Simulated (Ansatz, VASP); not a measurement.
**One calculation of GaGeO, two programs**

```
Ga Ge O
1.0
     3.03904    0.00000    0.00000
     0.00000    3.03927    0.00000
     0.00000    0.00000    5.28539
Ga Ge O
1 1 1
Direct
  0.50000 0.50000 0.50000
  0.50000 0.50000 0.00000
  0.00000 0.00000 0.00000
```

Change from the starting cell: species swapped into the TbCoC type (Pmmm, No. 47).

Alike in both runs: functional PBE; k mesh 6 × 6 × 6; occupations gaussian, width 0.1 eV; no spin polarisation.

Ansatz relaxed the structure, and its values are those at the end. VASP's run is a single point on that final structure, the one shown.

```csv
,VASP,Ansatz
version,VASP 6.6.1,Ansatz 0.2.0
potentials or method,"VASP PAW PBE potentials, release 64 (Ga_d, Ge_d, O), cutoff 520 eV","scalar-relativistic, plane waves, PAW"
valence electrons in the cell,33,33
```

Ansatz gave:

```
gap on the k mesh at the Fermi level (eV) : none
pressure (GPa)                            : 0.1
```

Q: Estimate VASP's values.

A: gap on the k mesh at the Fermi level (eV): none; pressure (GPa): 0.3.

A gap of «none» marks a metal or a gap that the smearing closes. With one functional, cell and mesh, what is left measures potentials, basis and numerics.
